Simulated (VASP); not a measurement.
# Ge (Imma) in VASP: further runs, part 2 of 2

VASP 6.6.1.

## Step 5: Single point, PBE (strain +0.0025 x Voigt [0, 0, 0, 0, 0, 1])

Input file INCAR:

```
ALGO = Normal
EDIFF = 1E-7
ENCUT = 520
GGA = PE
ISIF = 2
ISMEAR = 0
LASPH = T
LCHARG = F
LREAL = F
LWAVE = F
NBANDS = 21
NELM = 100
PREC = Accurate
SIGMA = 0.15
```

Input file KPOINTS:

```
k-points
0
Gamma
  14 14 14
```

Input file POSCAR:

```
Ge
1.0
    0.0035359625      2.8287700000      2.8287700000
    2.8287700000      0.0035359625      2.8287700000
    2.8323059625      2.8323059625      0.0000000000
Ge
2
Direct
    0.5000000000      0.5000000000      0.5000000000
    0.7500000000      0.7500000000      0.7500000000
```

Potentials or basis: VASP PAW PBE potentials, release 64 (Ge_d).

Launch:

```bash
$ cat potpaw_PBE.64/Ge_d/POTCAR > POTCAR
$ mpirun -np 1 vasp_std > vasp.out
```

OUTCAR:

```text
EDIFF = 1E-7
   ENCUT = 520
   GGA = PE
   ISIF = 2
   ISMEAR = 0
   LASPH = T
   LREAL = F
   NELM = 100
   PREC = Accurate

 ion  position               nearest neighbor table
   1  0.500  0.500  0.500-   2 2.45   2 2.45   2 2.45   2 2.45
   2  0.750  0.750  0.750-   1 2.45   1 2.45   1 2.45   1 2.45

  LATTYP: Found a body centered orthorhombic cell.
 ALAT       =     3.9954842927
 B/A-ratio  =     1.0025031289
 C/A-ratio  =     1.4159835418

  Lattice vectors:

 A1 = (   2.8287700000,   0.0035359625,  -2.8287700000)
 A2 = (  -2.8287700000,  -0.0035359625,  -2.8287700000)
 A3 = (   0.0035359625,   2.8287700000,   2.8287700000)

Analysis of symmetry for initial positions (statically):
=====================================================================
 Subroutine PRICEL returns:
 Original cell was already a primitive cell.

 Routine SETGRP: Setting up the symmetry group for a
 body centered orthorhombic supercell.

 Subroutine GETGRP returns: Found  8 space group operations
 (whereof  4 operations were pure point group operations)
 out of a pool of  8 trial point group operations.

The static configuration has the point symmetry C_2v.
 The point group associated with its full space group is D_2h.

Analysis of symmetry for dynamics (positions and initial velocities):
=====================================================================
 Subroutine PRICEL returns:
 Original cell was already a primitive cell.

 Routine SETGRP: Setting up the symmetry group for a
 body centered orthorhombic supercell.

 Subroutine GETGRP returns: Found  8 space group operations
 (whereof  4 operations were pure point group operations)
 out of a pool of  8 trial point group operations.

The dynamic configuration has the point symmetry C_2v.
 The point group associated with its full space group is D_2h.

 Subroutine INISYM returns: Found  8 space group operations
 (whereof  4 operations are pure point group operations),
 and found     1 'primitive' translations

----------------------------------------------------------------------------------------

                                     Primitive cell

  volume of cell :      45.2712

  direct lattice vectors                    reciprocal lattice vectors
     0.003535962  2.828770000  2.828770000    -0.176976489  0.176976489  0.176755268
     2.828770000  0.003535962  2.828770000     0.176976489 -0.176976489  0.176755268
     2.832305962  2.832305962  0.000000000     0.176534600  0.176534600 -0.176755268

  length of vectors
     4.000486462  4.000486462  4.005485505     0.306404602  0.306404602  0.305894352

  position of ions in fractional coordinates (direct lattice)
     0.500000000  0.500000000  0.500000000
     0.750000000  0.750000000  0.750000000

  ion indices of the primitive-cell ions
   primitive index   ion index
                 1           1
                 2           2

----------------------------------------------------------------------------------------

 KPOINTS: k-points

Automatic generation of k-mesh.
 Grid dimensions read from file:
 generate k-points for:   14   14   14

 Generating k-lattice:

  Cartesian coordinates                     Fractional coordinates (reciprocal lattice)
    -0.012641178  0.012641178  0.012625376     0.071428571  0.000000000  0.000000000
     0.012641178 -0.012641178  0.012625376     0.000000000  0.071428571  0.000000000
     0.012609614  0.012609614 -0.012625376    -0.000000000 -0.000000000  0.071428571

  Length of vectors
     0.021886043  0.021886043  0.021849597

  Shift w.r.t. Gamma in fractional coordinates (k-lattice)
     0.000000000  0.000000000  0.000000000

 Subroutine IBZKPT returns following result:
 ===========================================

 Found    428 irreducible k-points:

 Following reciprocal coordinates:
            Coordinates               Weight
  0.000000  0.000000  0.000000      1.000000
  0.071429 -0.000000  0.000000      4.000000
  0.142857 -0.000000  0.000000      4.000000
  0.214286 -0.000000  0.000000      4.000000
  0.285714  0.000000  0.000000      4.000000
  0.357143 -0.000000  0.000000      4.000000
[... 16 lines left out ...]
  0.214286  0.142857  0.000000      4.000000
  0.285714  0.142857  0.000000      4.000000
 [... further k-points ...]
   k-points           NKPTS =    428   k-points in BZ     NKDIM =    428   number of bands    NBANDS=     21
   number of dos      NEDOS =    301   number of ions     NIONS =      2
   total plane-waves  NPLWV =  27000
   dimension x,y,z NGX =    30 NGY =   30 NGZ =   30
   dimension x,y,z NGXF=    60 NGYF=   60 NGZF=   60
   ions per type =               2
   NGX,Y,Z   is equivalent  to a cutoff of  12.47, 12.47, 12.45 a.u.
   NGXF,Y,Z  is equivalent  to a cutoff of  24.93, 24.93, 24.90 a.u.
 SYSTEM =  unknown system
   PREC   = accura    normal or accurate (medium, high low for compatibility)
   ISTART =      0    job   : 0-new  1-cont  2-samecut
   ICHARG =      2    charge: 1-file 2-atom 10-const
   ISPIN  =      1    spin polarized calculation?
   LNONCOLLINEAR =      F non collinear calculations
   LSORBIT =      F    spin-orbit coupling
   LASPH  =      T    aspherical Exc in radial PAW
   ENCUT  =  520.0 eV  38.22 Ry    6.18 a.u.   7.44  7.44  7.45*2*pi/ulx,y,z
   NELM   =    100;   NELMIN=  2; NELMDL= -5     # of ELM steps
   EDIFF  = 0.1E-06   stopping-criterion for ELM
   LREAL  =      F    real-space projection
   EDIFFG = 0.1E-05   stopping-criterion for IOM
   NSW    =      0    number of steps for IOM
   IBRION =     -1    ionic relax: 0-MD 1-quasi-New 2-CG
   NFREE  =      0    steps in history (QN), initial steepest desc. (CG)
   ISIF   =      2    stress and relaxation
   ISYM   =      2    0-nonsym 1-usesym 2-fastsym
   POTIM  = 0.5000    time-step for ionic-motion
   TEBEG  =    0.0;   TEEND  =   0.0 temperature during run
   PSTRESS=    0.0 pullay stress
   NELECT =      28.0000    total number of electrons
   NUPDOWN=      -1.0000    fix difference up-down
   EMIN   =  10.00;   EMAX   =-10.00  energy-range for DOS
   EFERMI =   0.00;   METHOD = LEGACY
   ISMEAR =     0;   SIGMA  =   0.15  broadening in eV -4-tet -1-fermi 0-gaus
   EFERMI_NEDOS =   21; number of points for ismear=-14 and -15
   IALGO  =     38    algorithm
   IMIX   =      4    mixing-type and parameters
     AMIX     =   0.40;   BMIX     =  1.00
     AMIX_MAG =   1.60;   BMIX_MAG =  1.00
  volume/ion in A,a.u.               =      22.64       152.75
  Fermi-wavevector in a.u.,A,eV,Ry     =   1.394826  2.635839 26.470681  1.945540
  Thomas-Fermi vector in A             =   2.518338
   LORBIT       =      0    0 simple, 1 ext, 2 COOP (PROOUT), +10 PAW based schemes
   GGA     = PE    functional components
   LHFCALC =     F    Hartree Fock is set to
   AEXX    =    0.0000 exact exchange contribution
   IVDW    =     0    specifies the selected vdW correction
   LEPSILON=     F    determine dielectric tensor
   LRPA    =     F    only Hartree local field effects (RPA)
 non-spin polarized calculation
 Gauss-broadening in eV      SIGMA  =   0.15
  energy-cutoff  :      520.00
  volume of cell :       45.27
 maximum number of plane-waves:      1243
 NGX is ok and might be reduce to    30
   NGX = 15   NGY = 15   NGZ = 15

 number of electron      28.0000022 magnetization

 Free energy of the ion-electron system (eV)
  ---------------------------------------------------
  ext. energy  EPLUGINS =         0.00000000
  ---------------------------------------------------
  free energy    TOTEN  =        -9.00955912 eV

  energy without entropy =       -9.00913106  energy(sigma->0) =       -9.00934509

 E-fermi :   5.0622     XC(G=0):  -9.9258

 val. band max:        5.0286514898   @ k =   0.0000   0.0000   0.0000
 cond. band min:       5.1681061986   @ k =   0.5000   0.0000   0.0000
 fundamental gap:      0.1394547088
 Fermi energy:         5.0621721021

 k-point     1 :       0.0000    0.0000    0.0000
  band No.  band energies     occupation
      1     -19.8236      2.00000
      2     -19.8222      2.00000
      3     -19.8209      2.00000
      4     -19.7860      2.00000
      5     -19.7860      2.00000
      6     -19.5768      2.00000
[... 13 lines left out ...]
     20      14.4767      0.00000
     21      14.4768      0.00000
[... 529 lines left out ...]
 k-point    24 :       0.2857    0.1429    0.0000
  band No.  band energies     occupation
      1     -19.8478      2.00000
      2     -19.8376      2.00000
      3     -19.8169      2.00000
      4     -19.7576      2.00000
      5     -19.7338      2.00000
      6     -19.6396      2.00000
[... 13 lines left out ...]
     20      14.3332      0.00000
     21      14.7822      0.00000

 [... further k-points ...]

------------------------ aborting loop because EDIFF is reached ----------------------------------------

  FORCE on cell =-STRESS in cart. coord.  units (eV):
  Direction    XX          YY          ZZ          XY          YZ          ZX
  --------------------------------------------------------------------------------------
  -------------------------------------------------------------------------------------
  Total        1.0193121      1.0193121      1.0192464     -0.0608049     -0.0000000     -0.0000000
  in kB       36.0741009     36.0741009     36.0717770     -2.1519257     -0.0000000     -0.0000000
  external PRESSURE =      36.0733262 kB  Pullay stress =       0.0000000 kB

 VOLUME and BASIS-vectors are now :
 -----------------------------------------------------------------------------
  energy-cutoff  :      520.00
  volume of cell :       45.27
      direct lattice vectors                 reciprocal lattice vectors
     0.003535962  2.828770000  2.828770000    -0.176976489  0.176976489  0.176755268
     2.828770000  0.003535962  2.828770000     0.176976489 -0.176976489  0.176755268
     2.832305962  2.832305962  0.000000000     0.176534600  0.176534600 -0.176755268

 POSITION                                       TOTAL-FORCE (eV/Angst)
 -----------------------------------------------------------------------------------
      2.83231      2.83231      2.82877        -0.000000     -0.000000      0.023066
      4.24846      4.24846      4.24315         0.000000      0.000000     -0.023066
 -----------------------------------------------------------------------------------
    total drift:                                0.000000     -0.000000     -0.000000

  FREE ENERGIE OF THE ION-ELECTRON SYSTEM (eV)
  ---------------------------------------------------
  free  energy   TOTEN  =        -9.0095591228 eV

  energy  without entropy=       -9.0091310644  energy(sigma->0) =       -9.00934509
```

OSZICAR:

```text
N       E                     dE             d eps       ncg     rms          rms(c)
DAV:   1     0.192956368764E+03    0.19296E+03   -0.14686E+04 20332   0.365E+03
DAV:   2     0.188723985519E+02   -0.17408E+03   -0.16839E+03 18066   0.622E+02
DAV:   3    -0.818201698361E+01   -0.27054E+02   -0.26887E+02 20591   0.143E+02
DAV:   4    -0.908223763903E+01   -0.90022E+00   -0.89971E+00 20364   0.308E+01
DAV:   5    -0.909685388181E+01   -0.14616E-01   -0.14616E-01 20414   0.434E+00    0.320E+00
DAV:   6    -0.903832060473E+01    0.58533E-01   -0.21859E-02 20613   0.143E+00    0.189E+00
DAV:   7    -0.900767793994E+01    0.30643E-01   -0.47805E-02 20387   0.193E+00    0.146E-01
DAV:   8    -0.900933961629E+01   -0.16617E-02   -0.57052E-03 20271   0.896E-01    0.432E-02
DAV:   9    -0.900954329000E+01   -0.20367E-03   -0.24498E-04 20376   0.170E-01    0.140E-02
DAV:  10    -0.900955706998E+01   -0.13780E-04   -0.29217E-05 20943   0.624E-02    0.619E-03
DAV:  11    -0.900955902918E+01   -0.19592E-05   -0.49679E-06 20074   0.301E-02    0.186E-03
DAV:  12    -0.900955913596E+01   -0.10678E-06   -0.20938E-07 17062   0.501E-03    0.522E-04
DAV:  13    -0.900955912281E+01    0.13149E-07   -0.13582E-08 12168   0.182E-03
   1 F= -.90095591E+01 E0= -.90093451E+01  d E =-.428058E-03
```

stdout:

```text
POSCAR found type information on POSCAR Ge
 POSCAR found :  1 types and       2 ions
 scaLAPACK will be used
 LDA part: xc-table for (Slater+PW92), standard interpolation
 POSCAR, INCAR and KPOINTS ok, starting setup
 FFT: planning ... GRIDC
 FFT: planning ... GRID_SOFT
 FFT: planning ... GRID
 WAVECAR not read
 entering main loop
```

Run time: 2.5 min. Hardware: 1 thread of Intel Xeon 6975P-C (Granite Rapids), shared host; peak memory 0.41 GiB.

What came out:

- Free energy: -9.0096 eV
- Pressure: 3.6 GPa
- Largest force: 0.023 eV/Å

Forces on the atoms (eV/Å):
```
Ge   0.000  0.000  0.023
Ge   0.000  0.000 -0.023
```

Stress tensor (GPa, compression positive):
```
 3.61 -0.22  0.00
-0.22  3.61  0.00
 0.00  0.00  3.61
```

Caveat: the cell differs from its parent crystal (strain +0.0025 x Voigt [0, 0, 0, 0, 0, 1]).

## Step 6: Overview

```tsv
cell	pressure (GPa)	largest force (eV/Å)
a = 4.001, b = 4.001, c = 4.035 Å, angles 59.7, 59.7, 59.4°, 2 atoms	3.7	0.16
a = 4.001, b = 4.001, c = 4.025 Å, angles 59.8, 59.8, 59.6°, 2 atoms	3.6	0.12
a = 4.000, b = 4.000, c = 4.015 Å, angles 59.9, 59.9, 59.8°, 2 atoms	3.6	0.07
a = 4.000, b = 4.000, c = 4.005 Å, angles 60.0°, 2 atoms	3.6	0.02
```

Alike in all rows: task single point; level PBE; potentials or basis VASP PAW PBE potentials, release 64 (Ge_d); no spin polarisation; k mesh 14 × 14 × 14; cutoff (eV) 520; smearing gaussian 0.15 eV.

Absolute energies hang on the potentials; compare differences alone.
